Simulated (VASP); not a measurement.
# TePb (km) (Fm-3m) in VASP: single point with PBEsol

Aim: the single point of TePb (km) with PBEsol.

All numbers are computed with VASP 6.6.1; they aren't measurements. Logs are shortened: lines on timing, memory, paths and dates and some standing lists are left out, and cuts for length are marked.

## Step 1: The cell of the first run

The structure is cubic, space group Fm-3m (No. 225). Conventional cell: a = 6.443 Å, b = 6.443 Å, c = 6.443 Å, α = 90.00°, β = 90.00°, γ = 90.00°. Within 4.2 Å of Te (site symmetry m-3m) lie 6 Pb at 3.22 Å. Pb (site symmetry m-3m) has 6 Te at 3.22 Å within 4.2 Å.

## Step 2: Single point, PBEsol

Input file INCAR:

```
SYSTEM = TePb
ALGO     = Normal         ! electronic algorithm
EDIFF    = 1E-6           ! SCF threshold, eV
ENCUT    = 500            ! plane-wave cutoff, eV
GGA      = PS             ! functional
GGA_COMPAT= .False.      
ISIF     = 2              ! what is computed and relaxed
ISMEAR   = 0              ! smearing method
LASPH    = .True.         ! aspherical terms in the spheres
LCHARG   = .True.         ! write CHGCAR
LELF     = .True.         ! ELF
LREAL    = .False.        ! projectors in reciprocal space
LVHAR    = .True.       
LWAVE    = .False.        ! write WAVECAR
NBANDS   = 17             ! bands
NELM     = 120            ! most SCF steps
PREC     = Accurate       ! precision mode
SIGMA    = 0.02           ! smearing width, eV
```

Input file KPOINTS:

```
k-points
0
Gamma
  4 4 4
  0 0 0
```

Input file POSCAR:

```
TePb
1.0
    0.0000000000      3.2217250344      3.2217250344
    3.2217250344      0.0000000000      3.2217250344
    3.2217250344      3.2217250344      0.0000000000
Te Pb
1 1
Direct
    0.5000000000      0.5000000000      0.5000000000
    0.0000000000      0.0000000000      0.0000000000
```

Potentials or basis: VASP PAW PBE potentials, release 64 (Te, Pb_d).

The run is started by

```bash
cat potpaw_PBE.64/Te/POTCAR potpaw_PBE.64/Pb_d/POTCAR > POTCAR
mpirun -np 1 vasp_std > vasp.out
```

OUTCAR:

```text
SYSTEM = TePb
   EDIFF = 1E-6
   ENCUT = 500
   GGA = PS
   ISIF = 2
   ISMEAR = 0
   LASPH = .True.
   LREAL = .False.
   NELM = 120
   PREC = Accurate

 ion  position               nearest neighbor table
   1  0.500  0.500  0.500-   2 3.22   2 3.22   2 3.22   2 3.22   2 3.22   2 3.22
   2  0.000  0.000  0.000-   1 3.22   1 3.22   1 3.22   1 3.22   1 3.22   1 3.22

  LATTYP: Found a face centered cubic cell.
 ALAT       =     6.4434500688

  Lattice vectors:

 A1 = (   0.0000000000,   3.2217250344,   3.2217250344)
 A2 = (   3.2217250344,   0.0000000000,   3.2217250344)
 A3 = (   3.2217250344,   3.2217250344,   0.0000000000)

Analysis of symmetry for initial positions (statically):
=====================================================================
 Subroutine PRICEL returns:
 Original cell was already a primitive cell.

 Routine SETGRP: Setting up the symmetry group for a
 face centered cubic supercell.

 Subroutine GETGRP returns: Found 48 space group operations
 (whereof 48 operations were pure point group operations)
 out of a pool of 48 trial point group operations.

The static configuration has the point symmetry O_h .

Analysis of symmetry for dynamics (positions and initial velocities):
=====================================================================
 Subroutine PRICEL returns:
 Original cell was already a primitive cell.

 Routine SETGRP: Setting up the symmetry group for a
 face centered cubic supercell.

 Subroutine GETGRP returns: Found 48 space group operations
 (whereof 48 operations were pure point group operations)
 out of a pool of 48 trial point group operations.

The dynamic configuration has the point symmetry O_h .

 Subroutine INISYM returns: Found 48 space group operations
 (whereof 48 operations are pure point group operations),
 and found     1 'primitive' translations

----------------------------------------------------------------------------------------

                                     Primitive cell

  volume of cell :      66.8799

  direct lattice vectors                    reciprocal lattice vectors
     0.000000000  3.221725034  3.221725034    -0.155196361  0.155196361  0.155196361
     3.221725034  0.000000000  3.221725034     0.155196361 -0.155196361  0.155196361
     3.221725034  3.221725034  0.000000000     0.155196361  0.155196361 -0.155196361

  length of vectors
     4.556207238  4.556207238  4.556207238     0.268807982  0.268807982  0.268807982

  position of ions in fractional coordinates (direct lattice)
     0.500000000  0.500000000  0.500000000
     0.000000000  0.000000000  0.000000000

  ion indices of the primitive-cell ions
   primitive index   ion index
                 1           1
                 2           2

----------------------------------------------------------------------------------------

 KPOINTS: k-points

Automatic generation of k-mesh.
 Grid dimensions read from file:
 generate k-points for:    4    4    4

 Generating k-lattice:

  Cartesian coordinates                     Fractional coordinates (reciprocal lattice)
    -0.038799090  0.038799090  0.038799090     0.250000000  0.000000000  0.000000000
     0.038799090 -0.038799090  0.038799090     0.000000000  0.250000000  0.000000000
     0.038799090  0.038799090 -0.038799090     0.000000000  0.000000000  0.250000000

  Length of vectors
     0.067201995  0.067201995  0.067201995

  Shift w.r.t. Gamma in fractional coordinates (k-lattice)
     0.000000000  0.000000000  0.000000000

 Subroutine IBZKPT returns following result:
 ===========================================

 Found      8 irreducible k-points:

 Following reciprocal coordinates:
            Coordinates               Weight
  0.000000  0.000000  0.000000      1.000000
  0.250000  0.000000  0.000000      8.000000
  0.500000  0.000000  0.000000      4.000000
  0.250000  0.250000  0.000000      6.000000
  0.500000  0.250000  0.000000     24.000000
 -0.250000  0.250000  0.000000     12.000000
  0.500000  0.500000  0.000000      3.000000
 -0.250000  0.500000  0.250000      6.000000
   k-points           NKPTS =      8   k-points in BZ     NKDIM =      8   number of bands    NBANDS=     17
   number of dos      NEDOS =    301   number of ions     NIONS =      2
   total plane-waves  NPLWV =  46656
   dimension x,y,z NGX =    36 NGY =   36 NGZ =   36
   dimension x,y,z NGXF=    72 NGYF=   72 NGZF=   72
   ions per type =               1   1
   NGX,Y,Z   is equivalent  to a cutoff of  13.14, 13.14, 13.14 a.u.
   NGXF,Y,Z  is equivalent  to a cutoff of  26.27, 26.27, 26.27 a.u.
 SYSTEM =  TePb
   PREC   = accura    normal or accurate (medium, high low for compatibility)
   ISTART =      0    job   : 0-new  1-cont  2-samecut
   ICHARG =      2    charge: 1-file 2-atom 10-const
   ISPIN  =      1    spin polarized calculation?
   LNONCOLLINEAR =      F non collinear calculations
   LSORBIT =      F    spin-orbit coupling
   LASPH  =      T    aspherical Exc in radial PAW
   ENCUT  =  500.0 eV  36.75 Ry    6.06 a.u.   8.31  8.31  8.31*2*pi/ulx,y,z
   NELM   =    120;   NELMIN=  2; NELMDL= -5     # of ELM steps
   EDIFF  = 0.1E-05   stopping-criterion for ELM
   LREAL  =      F    real-space projection
   EDIFFG = 0.1E-04   stopping-criterion for IOM
   NSW    =      0    number of steps for IOM
   IBRION =     -1    ionic relax: 0-MD 1-quasi-New 2-CG
   NFREE  =      0    steps in history (QN), initial steepest desc. (CG)
   ISIF   =      2    stress and relaxation
   ISYM   =      2    0-nonsym 1-usesym 2-fastsym
   POTIM  = 0.5000    time-step for ionic-motion
   TEBEG  =    0.0;   TEEND  =   0.0 temperature during run
   PSTRESS=    0.0 pullay stress
   NELECT =      20.0000    total number of electrons
   NUPDOWN=      -1.0000    fix difference up-down
   EMIN   =  10.00;   EMAX   =-10.00  energy-range for DOS
   EFERMI =   0.00;   METHOD = LEGACY
   ISMEAR =     0;   SIGMA  =   0.02  broadening in eV -4-tet -1-fermi 0-gaus
   EFERMI_NEDOS =   21; number of points for ismear=-14 and -15
   IALGO  =     38    algorithm
   IMIX   =      4    mixing-type and parameters
     AMIX     =   0.40;   BMIX     =  1.00
     AMIX_MAG =   1.60;   BMIX_MAG =  1.00
  volume/ion in A,a.u.               =      33.44       225.66
  Fermi-wavevector in a.u.,A,eV,Ry     =   1.094762  2.068800 16.306633  1.198504
  Thomas-Fermi vector in A             =   2.231073
   LORBIT       =      0    0 simple, 1 ext, 2 COOP (PROOUT), +10 PAW based schemes
   GGA     = PS    functional components
   LHFCALC =     F    Hartree Fock is set to
   AEXX    =    0.0000 exact exchange contribution
   IVDW    =     0    specifies the selected vdW correction
   LEPSILON=     F    determine dielectric tensor
   LRPA    =     F    only Hartree local field effects (RPA)
 non-spin polarized calculation
 Gauss-broadening in eV      SIGMA  =   0.02
  energy-cutoff  :      500.00
  volume of cell :       66.88
 maximum number of plane-waves:      1724
 NGX is ok and might be reduce to    36
   NGX = 17   NGY = 17   NGZ = 17

 number of electron      20.0000002 magnetization

 Free energy of the ion-electron system (eV)
  ---------------------------------------------------
  ext. energy  EPLUGINS =         0.00000000
  ---------------------------------------------------
  free energy    TOTEN  =        -8.25239526 eV

  energy without entropy =       -8.25239526  energy(sigma->0) =       -8.25239526

 E-fermi :   5.7332     XC(G=0):  -9.5119

 val. band max:        5.5694267800   @ k =   0.5000   0.0000   0.0000
 cond. band min:       6.2192375248   @ k =   0.5000   0.0000   0.0000
 fundamental gap:      0.6498107448
 Fermi energy:         5.7332085326

 k-point     1 :       0.0000    0.0000    0.0000
  band No.  band energies     occupation
      1     -11.0795      2.00000
      2     -11.0795      2.00000
      3     -11.0675      2.00000
      4     -11.0675      2.00000
      5     -11.0675      2.00000
      6      -6.5370      2.00000
      7      -0.0260      2.00000
      8       4.2030      2.00000
      9       4.2030      2.00000
     10       4.2030      2.00000
     11       9.6353      0.00000
     12       9.6353      0.00000
     13       9.6353      0.00000
     14      11.3082      0.00000
     15      11.3082      0.00000
     16      11.3082      0.00000
     17      12.7702      0.00000

 k-point     2 :       0.2500    0.0000    0.0000
  band No.  band energies     occupation
      1     -11.0869      2.00000
      2     -11.0869      2.00000
      3     -11.0662      2.00000
      4     -11.0588      2.00000
      5     -11.0588      2.00000
      6      -6.0093      2.00000
      7      -1.4734      2.00000
      8       4.3686      2.00000
      9       4.3686      2.00000
     10       4.9031      2.00000
     11       7.6369      0.00000
     12       7.9894      0.00000
     13       7.9894      0.00000
     14      11.4264      0.00000
     15      12.4116      0.00000
     16      12.4116      0.00000
     17      15.7936      0.00000

 k-point     3 :       0.5000    0.0000    0.0000
  band No.  band energies     occupation
      1     -11.0952      2.00000
      2     -11.0952      2.00000
      3     -11.0652      2.00000
      4     -11.0492      2.00000
      5     -11.0492      2.00000
      6      -5.0726      2.00000
      7      -3.0831      2.00000
      8       4.6719      2.00000
      9       4.6719      2.00000
     10       5.5694      2.00000
     11       6.2192      0.00000
     12       6.7920      0.00000
     13       6.7920      0.00000
     14      13.8657      0.00000
     15      14.7820      0.00000
     16      14.8065      0.00000
     17      14.8065      0.00000

 k-point     4 :       0.2500    0.2500    0.0000
  band No.  band energies     occupation
      1     -11.1071      2.00000
      2     -11.0736      2.00000
      3     -11.0728      2.00000
      4     -11.0542      2.00000
      5     -11.0542      2.00000
      6      -5.8417      2.00000
      7      -1.3008      2.00000
      8       3.3745      2.00000
      9       3.3745      2.00000
     10       4.1249      2.00000
     11       8.1578      0.00000
     12       9.5173      0.00000
     13      10.0667      0.00000
     14      10.0667      0.00000
     15      13.9709      0.00000
     16      13.9711      0.00000
     17      13.9755      0.00000

 k-point     5 :       0.5000    0.2500    0.0000
  band No.  band energies     occupation
      1     -11.1196      2.00000
      2     -11.0806      2.00000
      3     -11.0678      2.00000
      4     -11.0499      2.00000
      5     -11.0454      2.00000
      6      -4.9705      2.00000
      7      -2.4851      2.00000
      8       2.3150      2.00000
      9       3.3998      2.00000
     10       3.6466      2.00000
     11       8.7188      0.00000
     12       8.9894      0.00000
     13      10.1078      0.00000
     14      10.6842      0.00000
     15      14.6816      0.00000
     16      15.2090      0.00000
     17      16.0060      0.00000

 k-point     6 :      -0.2500    0.2500    0.0000
  band No.  band energies     occupation
      1     -11.1000      2.00000
      2     -11.0908      2.00000
      3     -11.0606      2.00000
      4     -11.0548      2.00000
      5     -11.0532      2.00000
      6      -5.2602      2.00000
      7      -2.3946      2.00000
      8       2.4126      2.00000
      9       4.4699      2.00000
     10       4.9196      2.00000
     11       7.2140      0.00000
     12       7.3237      0.00000
     13      10.2066      0.00000
     14      12.3733      0.00000
     15      12.7552      0.00000
     16      14.1134      0.00000
     17      14.9444      0.00000

 k-point     7 :       0.5000    0.5000    0.0000
  band No.  band energies     occupation
      1     -11.1465      2.00000
      2     -11.0782      2.00000
      3     -11.0677      2.00000
      4     -11.0399      2.00000
      5     -11.0399      2.00000
      6      -4.8127      2.00000
      7      -1.7552      2.00000
      8       0.9786      2.00000
      9       2.7161      2.00000
     10       2.7161      2.00000
     11       8.7429      0.00000
     12      11.0624      0.00000
     13      11.0624      0.00000
     14      12.3013      0.00000
     15      15.7168      0.00000
     16      16.5078      0.00000
     17      16.5628      0.00000

 k-point     8 :      -0.2500    0.5000    0.2500
  band No.  band energies     occupation
      1     -11.1268      2.00000
      2     -11.0813      2.00000
      3     -11.0597      2.00000
      4     -11.0597      2.00000
      5     -11.0399      2.00000
      6      -4.6507      2.00000
      7      -2.4655      2.00000
      8       1.7053      2.00000
      9       1.7053      2.00000
     10       5.2154      2.00000
     11       7.1974      0.00000
     12      10.7450      0.00000
     13      10.7450      0.00000
     14      12.4056      0.00000
     15      12.4056      0.00000
     16      16.6470      0.00000
     17      16.6714      0.00000

------------------------ aborting loop because EDIFF is reached ----------------------------------------

  FORCE on cell =-STRESS in cart. coord.  units (eV):
  Direction    XX          YY          ZZ          XY          YZ          ZX
  --------------------------------------------------------------------------------------
  -------------------------------------------------------------------------------------
  Total       -0.0151424     -0.0151424     -0.0151424      0.0000000      0.0000000     -0.0000000
  in kB       -0.3627526     -0.3627526     -0.3627526      0.0000000      0.0000000     -0.0000000
  external PRESSURE =      -0.3627526 kB  Pullay stress =       0.0000000 kB

 VOLUME and BASIS-vectors are now :
 -----------------------------------------------------------------------------
  energy-cutoff  :      500.00
  volume of cell :       66.88
      direct lattice vectors                 reciprocal lattice vectors
     0.000000000  3.221725034  3.221725034    -0.155196361  0.155196361  0.155196361
     3.221725034  0.000000000  3.221725034     0.155196361 -0.155196361  0.155196361
     3.221725034  3.221725034  0.000000000     0.155196361  0.155196361 -0.155196361

 POSITION                                       TOTAL-FORCE (eV/Angst)
 -----------------------------------------------------------------------------------
      3.22173      3.22173      3.22173         0.000000      0.000000      0.000000
      0.00000      0.00000      0.00000         0.000000      0.000000     -0.000000
 -----------------------------------------------------------------------------------
    total drift:                               -0.000000      0.000000      0.000000

  FREE ENERGIE OF THE ION-ELECTRON SYSTEM (eV)
  ---------------------------------------------------
  free  energy   TOTEN  =        -8.2523952585 eV

  energy  without entropy=       -8.2523952585  energy(sigma->0) =       -8.25239526
```

It took 17 s on 1 thread of Intel Xeon Platinum 8488C (Sapphire Rapids), shared host; peak memory 0.2 GiB.

Results:

* Free energy: -8.2524 eV
* Pressure: 0.0 GPa
* Band gap on the k mesh: 0.65 eV, direct

Levels at points of the mesh, in eV from the valence-band top:
| k point | band 8 | band 9 | band 10 | band 11 | band 12 | band 13 |
| --- | --- | --- | --- | --- | --- | --- |
| (0.00, 0.00, 0.00) | -1.37 | -1.37 | -1.37 | 4.07 | 4.07 | 4.07 |
| (0.50, 0.00, 0.00) | -0.90 | -0.90 | 0.00 | 0.65 | 1.22 | 1.22 |
| (0.50, 0.50, 0.00) | -4.59 | -2.85 | -2.85 | 3.17 | 5.49 | 5.49 |

Caveat: the k points lie up to 0.42 Å⁻¹ apart; the PAW data sets were made with another functional, which shifts forces and pressure a little; spin-orbit coupling is left out, which moves the levels of the heavy elements.
